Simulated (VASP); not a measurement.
# TaSi2 (P3_112) in VASP: notebook

TaSi2 is run at these levels: PBEsol; tasks: single point.

All numbers are computed with VASP 6.6.1; they aren't measurements. Logs are shortened: lines on timing, memory, paths and dates and some standing lists are left out, and cuts for length are marked.

### 1 The cell of the first run

It takes space group P3_112 (No. 151, trigonal). Conventional cell: a = 4.761 Å, b = 4.761 Å, c = 6.556 Å, α = 90.00°, β = 90.00°, γ = 120.00°. Within 3.4 Å of Ta (site symmetry 2) lie 10 Si at 2.60 to 2.82 Å and 4 Ta at 3.16 to 3.31 Å. Within 3.4 Å of Si (site symmetry 2) lie 9 Si at 2.55 to 3.37 Å and 5 Ta at 2.60 to 2.80 Å. Within 3.4 Å of Si (site symmetry 2) lie 9 Si at 2.55 to 3.25 Å and 5 Ta at 2.60 to 2.82 Å.

### 2 Single point, PBEsol (mode 4 (106.9 1/cm) frozen in, largest displacement -0.060 Å)

The input, INCAR:

```
ALGO     = Normal         # electronic algorithm
EDIFF    = 1E-7           # SCF threshold, eV
ENCUT    = 520            # plane-wave cutoff, eV
GGA      = PS             # functional
ISIF     = 2              # what is computed and relaxed
ISMEAR   = 0              # smearing method
LASPH    = True           # aspherical terms in the spheres
LCHARG   = True           # write CHGCAR
LELF     = True           # ELF
LREAL    = False          # projectors in reciprocal space
LVHAR    = True         
LWAVE    = False          # write WAVECAR
NBANDS   = 38             # bands
NELM     = 80             # most SCF steps
PREC     = Accurate       # precision mode
SIGMA    = 0.15           # smearing width, eV
```

The input, KPOINTS:

```
k-points
0
Gamma
  12 12 6
```

The input, POSCAR:

```
TaSi2
1.0
    4.7609902391      0.0000000000      0.0000000000
   -2.3804951195      4.1231384942      0.0000000000
    0.0000000000      0.0000000000      6.5561430408
Ta Si
3 6
Direct
    0.4927239893     -0.0145520215      0.0000000000
    0.4927239893      0.5072760107      0.6666666667
    0.0145520215      0.5072760107      0.3333333333
    0.1537730065      0.3075460131      0.0000000000
    0.8352074989      0.1647925011      0.6666666667
    0.6924539869      0.8462269935      0.3333333333
    0.8352074989      0.6704149977      0.0000000000
    0.1537730065      0.8462269935      0.6666666667
    0.3295850023      0.1647925011      0.3333333333
```

Potentials or basis: VASP PAW PBE potentials, release 64 (Ta_pv, Si).

Started as:

```bash
cat potpaw_PBE.64/Ta_pv/POTCAR potpaw_PBE.64/Si/POTCAR > POTCAR
mpirun -np 1 vasp_std > vasp.out
```

OUTCAR:

```text
EDIFF = 1E-7
   ENCUT = 520
   GGA = PS
   ISIF = 2
   ISMEAR = 0
   LASPH = True
   LREAL = False
   NELM = 80
   PREC = Accurate

 ion  position               nearest neighbor table
   1  0.493  0.985  0.000-   6 2.60   8 2.60   9 2.60   5 2.60   7 2.71   7 2.71   4 2.73   4 2.73
                             4 2.80   7 2.82   2 3.16   3 3.16   2 3.31   3 3.31
   2  0.493  0.507  0.667-   4 2.60   6 2.60   7 2.60   9 2.60   5 2.71   5 2.71   8 2.73   8 2.73
                             8 2.80   5 2.82   1 3.16   3 3.16   1 3.31   3 3.31
   3  0.015  0.507  0.333-   4 2.60   8 2.60   7 2.60   5 2.60   9 2.71   9 2.71   6 2.73   6 2.73
                             6 2.80   9 2.82   1 3.16   2 3.16   1 3.31   2 3.31
   4  0.154  0.308  0.000-   5 2.55   9 2.55   3 2.60   2 2.60   7 2.63   1 2.73   1 2.73   1 2.80
                             7 2.81   7 2.81   8 3.10   6 3.10
   5  0.835  0.165  0.667-   4 2.55   6 2.55   1 2.60   3 2.60   8 2.63   2 2.71   2 2.71   8 2.81
                             8 2.81   2 2.82
   6  0.692  0.846  0.333-   7 2.55   5 2.55   1 2.60   2 2.60   9 2.63   3 2.73   3 2.73   3 2.80
                             9 2.81   9 2.81   4 3.10   8 3.10
   7  0.835  0.670  0.000-   8 2.55   6 2.55   3 2.60   2 2.60   4 2.63   1 2.71   1 2.71   4 2.81
                             4 2.81   1 2.82
   8  0.154  0.846  0.667-   7 2.55   9 2.55   1 2.60   3 2.60   5 2.63   2 2.73   2 2.73   2 2.80
                             5 2.81   5 2.81   4 3.10   6 3.10
   9  0.330  0.165  0.333-   4 2.55   8 2.55   1 2.60   2 2.60   6 2.63   3 2.71   3 2.71   6 2.81
                             6 2.81   3 2.82

  LATTYP: Found a hexagonal cell.
 ALAT       =     4.7609902391
 C/A-ratio  =     1.3770545016

  Lattice vectors:

 A1 = (   4.7609902391,   0.0000000000,   0.0000000000)
 A2 = (  -2.3804951195,   4.1231384942,   0.0000000000)
 A3 = (   0.0000000000,   0.0000000000,   6.5561430408)

Analysis of symmetry for initial positions (statically):
=====================================================================
 Subroutine PRICEL returns:
 Original cell was already a primitive cell.

 Routine SETGRP: Setting up the symmetry group for a
 hexagonal supercell.

 Subroutine GETGRP returns: Found  6 space group operations
 (whereof  2 operations were pure point group operations)
 out of a pool of 24 trial point group operations.

The static configuration has the point symmetry C_2 .
 The point group associated with its full space group is D_3 .

Analysis of symmetry for dynamics (positions and initial velocities):
=====================================================================
 Subroutine PRICEL returns:
 Original cell was already a primitive cell.

 Routine SETGRP: Setting up the symmetry group for a
 hexagonal supercell.

 Subroutine GETGRP returns: Found  6 space group operations
 (whereof  2 operations were pure point group operations)
 out of a pool of 24 trial point group operations.

The dynamic configuration has the point symmetry C_2 .
 The point group associated with its full space group is D_3 .

 Subroutine INISYM returns: Found  6 space group operations
 (whereof  2 operations are pure point group operations),
 and found     1 'primitive' translations

----------------------------------------------------------------------------------------

                                     Primitive cell

  volume of cell :     128.6985

  direct lattice vectors                    reciprocal lattice vectors
     4.760990239  0.000000000  0.000000000     0.210040338  0.121266846  0.000000000
    -2.380495119  4.123138494  0.000000000     0.000000000  0.242533692  0.000000000
     0.000000000  0.000000000  6.556143041     0.000000000  0.000000000  0.152528704

  length of vectors
     4.760990239  4.760990239  6.556143041     0.242533692  0.242533692  0.152528704

  position of ions in fractional coordinates (direct lattice)
     0.492723989  0.985447978  0.000000000
     0.492723989  0.507276011  0.666666667
     0.014552022  0.507276011  0.333333333
     0.153773007  0.307546013  0.000000000
     0.835207499  0.164792501  0.666666667
     0.692453987  0.846226993  0.333333333
     0.835207499  0.670414998  0.000000000
     0.153773007  0.846226993  0.666666667
     0.329585002  0.164792501  0.333333333

  ion indices of the primitive-cell ions
   primitive index   ion index
                 1           1
                 2           2
                 3           3
                 4           4
                 5           5
                 6           6
                 7           7
                 8           8
                 9           9

----------------------------------------------------------------------------------------

 KPOINTS: k-points

Automatic generation of k-mesh.
 Grid dimensions read from file:
 generate k-points for:   12   12    6

 Generating k-lattice:

  Cartesian coordinates                     Fractional coordinates (reciprocal lattice)
     0.017503362  0.010105570  0.000000000     0.083333333  0.000000000  0.000000000
     0.000000000  0.020211141  0.000000000     0.000000000  0.083333333  0.000000000
     0.000000000  0.000000000  0.025421451     0.000000000  0.000000000  0.166666667

  Length of vectors
     0.020211141  0.020211141  0.025421451

  Shift w.r.t. Gamma in fractional coordinates (k-lattice)
     0.000000000  0.000000000  0.000000000

 Subroutine IBZKPT returns following result:
 ===========================================

 Found    100 irreducible k-points:

 Following reciprocal coordinates:
            Coordinates               Weight
  0.000000  0.000000  0.000000      1.000000
  0.083333  0.000000  0.000000      6.000000
  0.166667 -0.000000  0.000000      6.000000
  0.250000 -0.000000  0.000000      6.000000
  0.333333 -0.000000  0.000000      6.000000
  0.416667  0.000000  0.000000      6.000000
[... 16 lines left out ...]
  0.250000 -0.000000  0.166667     12.000000
  0.333333 -0.000000  0.166667     12.000000
 [... further k-points ...]
   k-points           NKPTS =    100   k-points in BZ     NKDIM =    100   number of bands    NBANDS=     38
   number of dos      NEDOS =    301   number of ions     NIONS =      9
   total plane-waves  NPLWV =  64800
   dimension x,y,z NGX =    36 NGY =   36 NGZ =   50
   dimension x,y,z NGXF=    72 NGYF=   72 NGZF=  100
   ions per type =               3   6
   NGX,Y,Z   is equivalent  to a cutoff of  12.57, 12.57, 12.68 a.u.
   NGXF,Y,Z  is equivalent  to a cutoff of  25.14, 25.14, 25.36 a.u.
 SYSTEM =  unknown system
   PREC   = accura    normal or accurate (medium, high low for compatibility)
   ISTART =      0    job   : 0-new  1-cont  2-samecut
   ICHARG =      2    charge: 1-file 2-atom 10-const
   ISPIN  =      1    spin polarized calculation?
   LNONCOLLINEAR =      F non collinear calculations
   LSORBIT =      F    spin-orbit coupling
   LASPH  =      T    aspherical Exc in radial PAW
   ENCUT  =  520.0 eV  38.22 Ry    6.18 a.u.   8.85  8.85 12.19*2*pi/ulx,y,z
   NELM   =     80;   NELMIN=  2; NELMDL= -5     # of ELM steps
   EDIFF  = 0.1E-06   stopping-criterion for ELM
   LREAL  =      F    real-space projection
   EDIFFG = 0.1E-05   stopping-criterion for IOM
   NSW    =      0    number of steps for IOM
   IBRION =     -1    ionic relax: 0-MD 1-quasi-New 2-CG
   NFREE  =      0    steps in history (QN), initial steepest desc. (CG)
   ISIF   =      2    stress and relaxation
   ISYM   =      2    0-nonsym 1-usesym 2-fastsym
   POTIM  = 0.5000    time-step for ionic-motion
   TEBEG  =    0.0;   TEEND  =   0.0 temperature during run
   PSTRESS=    0.0 pullay stress
   NELECT =      57.0000    total number of electrons
   NUPDOWN=      -1.0000    fix difference up-down
   EMIN   =  10.00;   EMAX   =-10.00  energy-range for DOS
   EFERMI =   0.00;   METHOD = LEGACY
   ISMEAR =     0;   SIGMA  =   0.15  broadening in eV -4-tet -1-fermi 0-gaus
   EFERMI_NEDOS =   21; number of points for ismear=-14 and -15
   IALGO  =     38    algorithm
   IMIX   =      4    mixing-type and parameters
     AMIX     =   0.40;   BMIX     =  1.00
     AMIX_MAG =   1.60;   BMIX_MAG =  1.00
  volume/ion in A,a.u.               =      14.30        96.50
  Fermi-wavevector in a.u.,A,eV,Ry     =   1.247887  2.358164 21.187289  1.557222
  Thomas-Fermi vector in A             =   2.381999
   LORBIT       =      0    0 simple, 1 ext, 2 COOP (PROOUT), +10 PAW based schemes
   GGA     = PS    functional components
   LHFCALC =     F    Hartree Fock is set to
   AEXX    =    0.0000 exact exchange contribution
   IVDW    =     0    specifies the selected vdW correction
   LEPSILON=     F    determine dielectric tensor
   LRPA    =     F    only Hartree local field effects (RPA)
 non-spin polarized calculation
 Gauss-broadening in eV      SIGMA  =   0.15
  energy-cutoff  :      520.00
  volume of cell :      128.70
 maximum number of plane-waves:      3501
   NGX = 17   NGY = 17   NGZ = 25

 number of electron      57.0000000 magnetization

 Free energy of the ion-electron system (eV)
  ---------------------------------------------------
  ext. energy  EPLUGINS =         0.00000000
  ---------------------------------------------------
  free energy    TOTEN  =       -77.31657524 eV

  energy without entropy =      -77.27638533  energy(sigma->0) =      -77.29648028

 E-fermi :   9.4070     XC(G=0): -12.2043

 val. band max:        9.4005136472   @ k =   0.3333   0.2500   0.3333
 cond. band min:       9.4074358971   @ k =  -0.1667   0.5000   0.1667
 fundamental gap:      0.0069222498
 Fermi energy:         9.4069552512

 k-point     1 :       0.0000    0.0000    0.0000
  band No.  band energies     occupation
      1     -24.8993      2.00000
      2     -24.8993      2.00000
      3     -24.8888      2.00000
      4     -24.8168      2.00000
      5     -24.8168      2.00000
      6     -24.7429      2.00000
[... 30 lines left out ...]
     37      13.2914      0.00000
     38      13.5414      0.00000

 k-point     2 :       0.0833    0.0000    0.0000
  band No.  band energies     occupation
      1     -24.9101      2.00000
      2     -24.9007      2.00000
      3     -24.8786      2.00000
      4     -24.8178      2.00000
      5     -24.8161      2.00000
      6     -24.7433      2.00000
[... 30 lines left out ...]
     37      13.2097      0.00000
     38      13.4115      0.00000

 k-point     3 :       0.1667   -0.0000    0.0000
  band No.  band energies     occupation
      1     -24.9239      2.00000
      2     -24.9043      2.00000
      3     -24.8669      2.00000
      4     -24.8204      2.00000
      5     -24.8140      2.00000
      6     -24.7440      2.00000
[... 30 lines left out ...]
     37      13.1765      0.00000
     38      13.3034      0.00000

 k-point     4 :       0.2500   -0.0000    0.0000
  band No.  band energies     occupation
      1     -24.9357      2.00000
      2     -24.9089      2.00000
      3     -24.8586      2.00000
      4     -24.8238      2.00000
      5     -24.8108      2.00000
      6     -24.7445      2.00000
[... 30 lines left out ...]
     37      13.1069      0.00000
     38      13.4602      0.00000
[... 703 lines left out ...]
      4     -24.8234      2.00000
      5     -24.8123      2.00000
      6     -24.7489      2.00000
[... 30 lines left out ...]
     37      13.2129      0.00000
     38      13.5301      0.00000

 k-point    23 :       0.2500   -0.0000    0.1667
  band No.  band energies     occupation
      1     -24.9358      2.00000
      2     -24.9118      2.00000
      3     -24.8524      2.00000
      4     -24.8276      2.00000
      5     -24.8066      2.00000
      6     -24.7495      2.00000
[... 30 lines left out ...]
     37      13.3545      0.00000
     38      13.5349      0.00000

 k-point    24 :       0.3333   -0.0000    0.1667
  band No.  band energies     occupation
      1     -24.9410      2.00000
      2     -24.9191      2.00000
      3     -24.8511      2.00000
      4     -24.8315      2.00000
      5     -24.8011      2.00000
      6     -24.7495      2.00000
[... 30 lines left out ...]
     37      13.4837      0.00000
     38      13.7321      0.00000

 [... further k-points ...]
[... 5 lines left out ...]
  --------------------------------------------------------------------------------------
  -------------------------------------------------------------------------------------
  Total        0.2693926      0.2693926      0.3815568      0.0000000      0.0000000     -0.0000000
  in kB        3.3536879      3.3536879      4.7500278      0.0000000      0.0000000     -0.0000000
  external PRESSURE =       3.8191345 kB  Pullay stress =       0.0000000 kB

 VOLUME and BASIS-vectors are now :
 -----------------------------------------------------------------------------
  energy-cutoff  :      520.00
  volume of cell :      128.70
      direct lattice vectors                 reciprocal lattice vectors
     4.760990239  0.000000000  0.000000000     0.210040338  0.121266846  0.000000000
    -2.380495119  4.123138494  0.000000000     0.000000000  0.242533692  0.000000000
     0.000000000  0.000000000  6.556143041     0.000000000  0.000000000  0.152528704

 POSITION                                       TOTAL-FORCE (eV/Angst)
 -----------------------------------------------------------------------------------
      0.00000      4.06314      0.00000         0.000000      0.458518     -0.000000
      1.13829      2.09157      4.37076         0.397088     -0.229259      0.000000
     -1.13829      2.09157      2.18538        -0.397088     -0.229259     -0.000000
     -0.00000      1.26805      0.00000         0.000000      0.068088     -0.000000
      3.58413      0.67946      4.37076         0.034277     -0.019790     -0.000000
      1.28233      3.48911      2.18538        -0.058966     -0.034044      0.000000
      2.38050      2.76421      0.00000         0.000000      0.039580     -0.000000
     -1.28233      3.48911      4.37076         0.058966     -0.034044     -0.000000
      1.17686      0.67946      2.18538        -0.034277     -0.019790     -0.000000
 -----------------------------------------------------------------------------------
    total drift:                               -0.000000      0.000001      0.000000

  FREE ENERGIE OF THE ION-ELECTRON SYSTEM (eV)
  ---------------------------------------------------
  free  energy   TOTEN  =       -77.3165752384 eV

  energy  without entropy=      -77.2763853296  energy(sigma->0) =      -77.29648028
```

Wall time 7.8 min (1 thread of Intel Xeon 6975P-C (Granite Rapids), shared host); peak memory 0.5 GiB.

What came out:

- Free energy: -77.3166 eV
- Pressure: 0.4 GPa
- Largest force: 0.459 eV/Å

Forces in eV/Å, atoms in the order of the input:
```
Ta   0.000  0.459  0.000
Ta   0.397 -0.229  0.000
Ta  -0.397 -0.229  0.000
Si   0.000  0.068  0.000
Si   0.034 -0.020  0.000
Si  -0.059 -0.034  0.000
Si   0.000  0.040  0.000
Si   0.059 -0.034  0.000
Si  -0.034 -0.020  0.000
```

Caveat: the cell differs from its parent crystal (mode 4 (106.9 1/cm) frozen in, largest displacement -0.060 Å); the PAW data sets were made with another functional, which shifts forces and pressure a little; spin-orbit coupling is left out, which moves the levels of the heavy elements.

### 3 Single point, PBEsol (mode 4 (106.9 1/cm) frozen in, largest displacement +0.045 Å)

The input, INCAR:

```
SYSTEM = TaSi2
ALGO     = Normal         ! electronic algorithm
EDIFF    = 1E-7           ! SCF threshold, eV
ENCUT    = 520            ! plane-wave cutoff, eV
GGA      = PS             ! functional
ISIF     = 2              ! what is computed and relaxed
ISMEAR   = 0              ! smearing method
LASPH    = .True.         ! aspherical terms in the spheres
LCHARG   = .False.        ! write CHGCAR
LREAL    = .False.        ! projectors in reciprocal space
LWAVE    = .False.        ! write WAVECAR
NBANDS   = 38             ! bands
NELM     = 80             ! most SCF steps
PREC     = Accurate       ! precision mode
SIGMA    = 0.15           ! smearing width, eV
```

The input, KPOINTS:

```
k-points
0
Gamma
  12 12 6
  0 0 0
```

The input, POSCAR:

```
TaSi2
1.0
    4.7609902391      0.0000000000      0.0000000000
   -2.3804951195      4.1231384942      0.0000000000
    0.0000000000      0.0000000000      6.5561430408
Ta Si
3 6
Direct
    0.5054570081      0.0109140161      0.0000000000
    0.5054570081      0.4945429919      0.6666666667
   -0.0109140161      0.4945429919      0.3333333333
    0.1634150643      0.3268301286      0.0000000000
    0.8448495566      0.1551504434      0.6666666667
    0.6731698714      0.8365849357      0.3333333333
    0.8448495566      0.6896991133      0.0000000000
    0.1634150643      0.8365849357      0.6666666667
    0.3103008867      0.1551504434      0.3333333333
```

Potentials or basis: VASP PAW PBE potentials, release 64 (Ta_pv, Si).

Started as:

```bash
cat potpaw_PBE.64/Ta_pv/POTCAR potpaw_PBE.64/Si/POTCAR > POTCAR
mpirun -np 1 vasp_std > vasp.out
```

Wall time 4.7 min (1 thread of Intel Xeon 6975P-C (Granite Rapids), shared host); peak memory 0.49 GiB.

The run converged. Its results:

```yaml
Free_energy: -77.3378 eV
Pressure: 0.4 GPa
Largest_force: 0.343 eV/Å
```

Forces on the atoms (eV/Å):
```
Ta   0.000 -0.343  0.000
Ta  -0.297  0.172  0.000
Ta   0.297  0.172  0.000
Si   0.000 -0.030  0.000
Si  -0.043  0.025  0.000
Si   0.026  0.015  0.000
Si   0.000 -0.050  0.000
Si  -0.026  0.015  0.000
Si   0.043  0.025  0.000
```

Stress tensor (GPa, compression positive):
```
0.30 0.00 0.00
0.00 0.30 0.00
0.00 0.00 0.46
```

Levels at points of the mesh, in eV from the Fermi level:
| k point | band 26 | band 27 | band 28 | band 29 | band 30 | band 31 | band 32 | band 33 |
| --- | --- | --- | --- | --- | --- | --- | --- | --- |
| (0.00, 0.00, 0.00) | -2.39 | -2.21 | -2.21 | -1.50 | 0.71 | 2.98 | 2.98 | 3.34 |
| (0.50, 0.00, 0.00) | -1.13 | -0.81 | -0.08 | -0.01 | 0.86 | 1.22 | 1.61 | 1.95 |
| (0.00, 0.00, 0.50) | -1.98 | -1.78 | -1.78 | 1.12 | 1.12 | 2.68 | 2.68 | 3.30 |
| (0.50, 0.00, 0.50) | -1.99 | -1.85 | -0.74 | -0.21 | 1.56 | 1.98 | 2.54 | 2.59 |

Caveat: the cell differs from its parent crystal (mode 4 (106.9 1/cm) frozen in, largest displacement +0.045 Å); the PAW data sets were made with another functional, which shifts forces and pressure a little; spin-orbit coupling is left out, which moves the levels of the heavy elements.
